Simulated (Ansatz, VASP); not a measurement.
**Pd: VASP beside Ansatz**

```xyz
1
Lattice="0.0000 1.9449 1.9449 1.9449 0.0000 1.9449 1.9449 1.9449 0.0000" Properties=species:S:1:pos:R:3 pbc="T T T"
Pd    0.0000    0.0000    0.0000
```

Alike in both runs: task relaxation of cell and atoms; functional RPBE; k mesh 14 × 14 × 14; occupations fermi-dirac, width 0.1 eV; no spin polarisation.

|  | VASP | Ansatz |
| --- | --- | --- |
| version | VASP 6.6.1 | Ansatz 0.2.0 |
| potentials or method | VASP PAW PBE potentials, release 64 (Pd), cutoff 600 eV | plane waves (420 eV) with PAW, scalar-relativistic |
| valence electrons in the cell | 10 | 18 |

Ansatz gave:

| Property | Result |
| --- | --- |
| relaxed volume (Å³/atom) | 15.82 |
| relaxed cell length with the largest relative difference (Å) | 2.818 |

Estimate VASP's values.

relaxed volume (Å³/atom): 15.79; relaxed cell length with the largest relative difference (Å): 2.816.

VASP's potentials were made for PBE, not for RPBE. VASP's potentials hold 10 valence electrons a cell and Ansatz's 18, so a difference there can come from the potentials and not from the codes.
